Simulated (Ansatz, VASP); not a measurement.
One calculation of BN, two programs

```
B N
1.0
     4.33230    0.00000    0.00000
     0.00000    4.33230    0.00000
     0.00000    0.00000    2.76650
B N
4 4
Direct
  0.17413 0.82587 0.50000
  0.32587 0.32587 0.00000
  0.67413 0.67413 0.00000
  0.82587 0.17413 0.50000
  0.81239 0.81239 0.50000
  0.31239 0.68761 0.00000
  0.68761 0.31239 0.00000
  0.18761 0.18761 0.50000
```

Alike in both runs: task single point; functional PBEsol; k mesh 6 × 6 × 10; occupations gaussian, width 0.05 eV; no spin polarisation.

|  | VASP | Ansatz |
| --- | --- | --- |
| version | VASP 6.6.1 | Ansatz 0.2.0 |
| potentials or method | VASP PAW PBE potentials, release 64 (B, N), cutoff 520 eV | scalar-relativistic, plane waves, PAW |
| valence electrons in the cell | 32 | 32 |

|  | VASP | Ansatz | Ansatz less VASP |
| --- | --- | --- | --- |
| gap on the k mesh at the Fermi level (eV) | 4.26 | 4.26 | +0.004 |
| least direct gap on the mesh (eV) | 4.26 | 4.26 | +0.004 |
| pressure (GPa) | -17.3 | -17.8 | -0.51 |
| traceless stress, the component that is largest in VASP (GPa) | -48.45 | -48.09 | +0.359 |
| rms of the force components (eV/Å) | 0.324 | 0.305 | -0.0183 |

VASP's potentials were made for PBE, not for PBEsol, and Ansatz warns of the same on its side. Atom by atom the forces differ by 0.022 eV/Å (rms over components).
